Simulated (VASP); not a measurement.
# CdTe (F-43m) in VASP: notebook

CdTe is run at these levels: PBE-based global hybrid with 10 % exact exchange, PBE-based global hybrid with 25 % exact exchange, PBE-based global hybrid with 40 % exact exchange; tasks: single point.

All numbers are computed with VASP 6.6.1; they aren't measurements. Logs are shortened: lines on timing, memory, paths and dates and some standing lists are left out, and cuts for length are marked.

**1. The cell of the first run**

The structure is cubic, space group F-43m (No. 216). The conventional cell has a = 6.410 Å, b = 6.410 Å, c = 6.410 Å, α = 90.00°, β = 90.00°, γ = 90.00°. Cd (site symmetry -43m) has 4 Te at 2.78 Å within 3.7 Å. Te (site symmetry -43m) has 4 Cd at 2.78 Å within 3.7 Å.

**2. Single point, PBE-based global hybrid with 10 % exact exchange**

POSCAR

```
CdTe
1.0
    0.0000000000      3.2050000000      3.2050000000
    3.2050000000      0.0000000000      3.2050000000
    3.2050000000      3.2050000000      0.0000000000
Cd Te
1 1
Direct
    0.0000000000      0.0000000000      0.0000000000
    0.7500000000      0.7500000000      0.7500000000
```

INCAR.step1

```
SYSTEM = CdTe
PREC     = Accurate       ! precision mode
ENCUT    = 400            ! plane-wave cutoff, eV
EDIFF    = 1E-5           ! SCF threshold, eV
ISMEAR   = 0              ! smearing method
SIGMA    = 0.01           ! smearing width, eV
LREAL    = .FALSE.        ! projectors in reciprocal space
LASPH    = .TRUE.         ! aspherical terms in the spheres
NELM     = 120            ! most SCF steps
ALGO     = Normal         ! electronic algorithm
ISIF     = 2              ! what is computed and relaxed
LWAVE    = .TRUE.         ! write WAVECAR
GGA      = PE             ! functional
NBANDS   = 16             ! bands
GGA_COMPAT= .FALSE.
```

INCAR.step2

```
SYSTEM = CdTe
PREC     = Accurate       ! precision mode
ENCUT    = 400            ! plane-wave cutoff, eV
EDIFF    = 1E-6           ! SCF threshold, eV
ISMEAR   = 0              ! smearing method
SIGMA    = 0.01           ! smearing width, eV
LREAL    = .FALSE.        ! projectors in reciprocal space
LASPH    = .TRUE.         ! aspherical terms in the spheres
NELM     = 120            ! most SCF steps
ALGO     = Normal         ! electronic algorithm
ISIF     = 2              ! what is computed and relaxed
LWAVE    = .FALSE.        ! write WAVECAR
LCHARG   = .TRUE.         ! write CHGCAR
GGA      = PE             ! functional
LHFCALC  = .TRUE.         ! exact exchange
AEXX     = 0.1            ! exact-exchange fraction
PRECFOCK = Normal       
LELF     = .TRUE.         ! ELF
LVHAR    = .TRUE.       
ISTART   = 1            
NBANDS   = 16             ! bands
GGA_COMPAT= .FALSE.
```

KPOINTS

```
Automatic mesh
0
G
  2 2 2
  0 0 0
```

Potentials or basis: VASP PAW PBE potentials, release 64 (Cd, Te).

Launch:

```bash
> cat potpaw_PBE.64/Cd/POTCAR potpaw_PBE.64/Te/POTCAR > POTCAR
> cp INCAR.step1 INCAR
> mpirun -np 1 vasp_std > vasp.out
> cp INCAR.step2 INCAR
> mpirun -np 1 vasp_std > vasp.out
```

OUTCAR:

```text
SYSTEM = CdTe
   PREC = Accurate
   ENCUT = 400
   EDIFF = 1E-6
   ISMEAR = 0
   LREAL = .FALSE.
   LASPH = .TRUE.
   NELM = 120
   ISIF = 2
   GGA = PE
   LHFCALC = .TRUE.
   AEXX = 0.1
   PRECFOCK = Normal
   ISTART = 1

 ion  position               nearest neighbor table
   1  0.000  0.000  0.000-   2 2.78   2 2.78   2 2.78   2 2.78
   2  0.750  0.750  0.750-   1 2.78   1 2.78   1 2.78   1 2.78

  LATTYP: Found a face centered cubic cell.
 ALAT       =     6.4100000000

  Lattice vectors:

 A1 = (   0.0000000000,   3.2050000000,   3.2050000000)
 A2 = (   3.2050000000,   0.0000000000,   3.2050000000)
 A3 = (   3.2050000000,   3.2050000000,   0.0000000000)

Analysis of symmetry for initial positions (statically):
=====================================================================
 Subroutine PRICEL returns:
 Original cell was already a primitive cell.

 Routine SETGRP: Setting up the symmetry group for a
 face centered cubic supercell.

 Subroutine GETGRP returns: Found 24 space group operations
 (whereof 24 operations were pure point group operations)
 out of a pool of 48 trial point group operations.

The static configuration has the point symmetry T_d .

Analysis of symmetry for dynamics (positions and initial velocities):
=====================================================================
 Subroutine PRICEL returns:
 Original cell was already a primitive cell.

 Routine SETGRP: Setting up the symmetry group for a
 face centered cubic supercell.

 Subroutine GETGRP returns: Found 24 space group operations
 (whereof 24 operations were pure point group operations)
 out of a pool of 48 trial point group operations.

The dynamic configuration has the point symmetry T_d .

 Subroutine INISYM returns: Found 24 space group operations
 (whereof 24 operations are pure point group operations),
 and found     1 'primitive' translations

----------------------------------------------------------------------------------------

                                     Primitive cell

  volume of cell :      65.8437

  direct lattice vectors                    reciprocal lattice vectors
     0.000000000  3.205000000  3.205000000    -0.156006240  0.156006240  0.156006240
     3.205000000  0.000000000  3.205000000     0.156006240 -0.156006240  0.156006240
     3.205000000  3.205000000  0.000000000     0.156006240  0.156006240 -0.156006240

  length of vectors
     4.532554467  4.532554467  4.532554467     0.270210734  0.270210734  0.270210734

  position of ions in fractional coordinates (direct lattice)
     0.000000000  0.000000000  0.000000000
     0.750000000  0.750000000  0.750000000

  ion indices of the primitive-cell ions
   primitive index   ion index
                 1           1
                 2           2

----------------------------------------------------------------------------------------

 KPOINTS: Automatic mesh

Automatic generation of k-mesh.
 Grid dimensions read from file:
 generate k-points for:    2    2    2

 Generating k-lattice:

  Cartesian coordinates                     Fractional coordinates (reciprocal lattice)
    -0.078003120  0.078003120  0.078003120     0.500000000  0.000000000  0.000000000
     0.078003120 -0.078003120  0.078003120     0.000000000  0.500000000  0.000000000
     0.078003120  0.078003120 -0.078003120     0.000000000  0.000000000  0.500000000

  Length of vectors
     0.135105367  0.135105367  0.135105367

  Shift w.r.t. Gamma in fractional coordinates (k-lattice)
     0.000000000  0.000000000  0.000000000

 Subroutine IBZKPT returns following result:
 ===========================================

 Found      3 irreducible k-points:

 Following reciprocal coordinates:
            Coordinates               Weight
  0.000000  0.000000  0.000000      1.000000
  0.500000  0.000000  0.000000      4.000000
  0.500000  0.500000  0.000000      3.000000
   k-points           NKPTS =      3   k-points in BZ     NKDIM =      8   number of bands    NBANDS=     16
   number of dos      NEDOS =    301   number of ions     NIONS =      2
   total plane-waves  NPLWV =  27000
   dimension x,y,z NGX =    30 NGY =   30 NGZ =   30
   dimension x,y,z NGXF=    60 NGYF=   60 NGZF=   60
   ions per type =               1   1
   NGX,Y,Z   is equivalent  to a cutoff of  11.00, 11.00, 11.00 a.u.
   NGXF,Y,Z  is equivalent  to a cutoff of  22.01, 22.01, 22.01 a.u.
 SYSTEM =  CdTe
   PREC   = accura    normal or accurate (medium, high low for compatibility)
   ISTART =      1    job   : 0-new  1-cont  2-samecut
   ICHARG =      0    charge: 1-file 2-atom 10-const
   ISPIN  =      1    spin polarized calculation?
   LNONCOLLINEAR =      F non collinear calculations
   LSORBIT =      F    spin-orbit coupling
   LASPH  =      T    aspherical Exc in radial PAW
   ENCUT  =  400.0 eV  29.40 Ry    5.42 a.u.   7.39  7.39  7.39*2*pi/ulx,y,z
   NELM   =    120;   NELMIN=  2; NELMDL=  0     # of ELM steps
   EDIFF  = 0.1E-05   stopping-criterion for ELM
   LREAL  =      F    real-space projection
   EDIFFG = 0.1E-04   stopping-criterion for IOM
   NSW    =      0    number of steps for IOM
   IBRION =     -1    ionic relax: 0-MD 1-quasi-New 2-CG
   NFREE  =      0    steps in history (QN), initial steepest desc. (CG)
   ISIF   =      2    stress and relaxation
   ISYM   =      3    0-nonsym 1-usesym 2-fastsym
   POTIM  = 0.5000    time-step for ionic-motion
   TEBEG  =    0.0;   TEEND  =   0.0 temperature during run
   PSTRESS=    0.0 pullay stress
   NELECT =      18.0000    total number of electrons
   NUPDOWN=      -1.0000    fix difference up-down
   EMIN   =  10.00;   EMAX   =-10.00  energy-range for DOS
   EFERMI =   0.00;   METHOD = LEGACY
   ISMEAR =     0;   SIGMA  =   0.01  broadening in eV -4-tet -1-fermi 0-gaus
   EFERMI_NEDOS =   21; number of points for ismear=-14 and -15
   IALGO  =     38    algorithm
   IMIX   =      1    mixing-type and parameters
     AMIX     =   0.40;   BMIX     =  1.00
     AMIX_MAG =   1.60;   BMIX_MAG =  1.00
  volume/ion in A,a.u.               =      32.92       222.17
  Fermi-wavevector in a.u.,A,eV,Ry     =   1.062497  2.007828 15.359610  1.128899
  Thomas-Fermi vector in A             =   2.197950
   LORBIT       =      0    0 simple, 1 ext, 2 COOP (PROOUT), +10 PAW based schemes
   GGA     = PE    functional components
   LHFCALC =     T    Hartree Fock is set to
   PRECFOCK=normal    Normal, Fast or Accurate (Low or Medium for compatibility)
   ENCUT4O =  -1.0   cutoff for four orbital integrals eV
   NKREDX  =     1    reduce k-point grid by
   NKREDY  =     1    reduce k-point grid by
   NKREDZ  =     1    reduce k-point grid by
   AEXX    =    0.1000 exact exchange contribution
   HFSCREEN=    0.0000 screening length (either q_TF or 0.3 A-1)
   HFSCREENC=   0.0000 screening length for correlation (either q_TF or 0.3 A-1)
   ENCUTFOCK=  -1.0 apply spherical cutoff to Coloumb kernel
   IVDW    =     0    specifies the selected vdW correction
   LEPSILON=     F    determine dielectric tensor
   LRPA    =     F    only Hartree local field effects (RPA)
 non-spin polarized calculation
 Gauss-broadening in eV      SIGMA  =   0.01
  energy-cutoff  :      400.00
  volume of cell :       65.84
 maximum number of plane-waves:      1243
 NGX is ok and might be reduce to    30
  NGX = 24; NGY = 24; NGZ = 24

 number of electron      18.0000011 magnetization

 Free energy of the ion-electron system (eV)
  ---------------------------------------------------
  ext. energy  EPLUGINS =         0.00000000
  ---------------------------------------------------
  free energy    TOTEN  =        -4.22418647 eV

  energy without entropy =       -4.22418647  energy(sigma->0) =       -4.22418647

 E-fermi :   2.5457     XC(G=0):  -7.8611

 val. band max:        2.4965371542   @ k =   0.0000   0.0000   0.0000
 cond. band min:       4.0125888230   @ k =   0.0000   0.0000   0.0000
 fundamental gap:      1.5160516688
 Fermi energy:         2.5456905747

 k-point     1 :       0.0000    0.0000    0.0000
  band No.  band energies     occupation
      1      -9.1645      2.00000
      2      -6.6912      2.00000
      3      -6.6912      2.00000
      4      -6.6912      2.00000
      5      -6.4238      2.00000
      6      -6.4238      2.00000
[... 8 lines left out ...]
     15      12.5488      0.00000
     16      12.5488      0.00000

 k-point     2 :       0.5000    0.0000    0.0000
  band No.  band energies     occupation
      1      -8.7610      2.00000
      2      -6.6247      2.00000
      3      -6.6247      2.00000
      4      -6.4128      2.00000
      5      -6.4128      2.00000
      6      -5.9444      2.00000
[... 8 lines left out ...]
     15      13.5829      0.00000
     16      13.5829      0.00000

 k-point     3 :       0.5000    0.5000    0.0000
  band No.  band energies     occupation
      1      -8.6465      2.00000
      2      -6.5295      2.00000
      3      -6.5182      2.00000
      4      -6.5182      2.00000
      5      -6.3908      2.00000
      6      -5.7471      2.00000
[... 8 lines left out ...]
     15      14.0629      0.00000
     16      14.9182      0.00000

------------------------ aborting loop because EDIFF is reached ----------------------------------------

  FORCE on cell =-STRESS in cart. coord.  units (eV):
  Direction    XX          YY          ZZ          XY          YZ          ZX
  --------------------------------------------------------------------------------------
  -------------------------------------------------------------------------------------
  Total        3.0519555      3.0519555      3.0519555     -0.0000000      0.0000000     -0.0000000
  in kB       74.2633756     74.2633756     74.2633756     -0.0000000      0.0000000     -0.0000000
  external PRESSURE =      74.2633756 kB  Pullay stress =       0.0000000 kB

 VOLUME and BASIS-vectors are now :
 -----------------------------------------------------------------------------
  energy-cutoff  :      400.00
  volume of cell :       65.84
      direct lattice vectors                 reciprocal lattice vectors
     0.000000000  3.205000000  3.205000000    -0.156006240  0.156006240  0.156006240
     3.205000000  0.000000000  3.205000000     0.156006240 -0.156006240  0.156006240
     3.205000000  3.205000000  0.000000000     0.156006240  0.156006240 -0.156006240

 POSITION                                       TOTAL-FORCE (eV/Angst)
 -----------------------------------------------------------------------------------
      0.00000      0.00000      0.00000         0.000000     -0.000000     -0.000000
      4.80750      4.80750      4.80750        -0.000000      0.000000      0.000000
 -----------------------------------------------------------------------------------
    total drift:                               -0.000025     -0.000017     -0.000017

  FREE ENERGIE OF THE ION-ELECTRON SYSTEM (eV)
  ---------------------------------------------------
  free  energy   TOTEN  =        -4.2241864725 eV

  energy  without entropy=       -4.2241864725  energy(sigma->0) =       -4.22418647
```

It took 31 s on 1 thread of Intel Xeon Platinum 8488C (Sapphire Rapids), shared host; peak memory 0.16 GiB.

What came out:

```yaml
Free_energy: -4.2242 eV
Pressure: 7.4 GPa
Band_gap_on_the_k_mesh: 1.52 eV
```

Caveat: the k points lie up to 0.85 Å⁻¹ apart, too coarse for converged energies, forces and pressures; the PAW data sets were made with another functional, which shifts forces and pressure a little; spin-orbit coupling is left out, which moves the levels of the heavy elements.

[end of part 1 of 2]
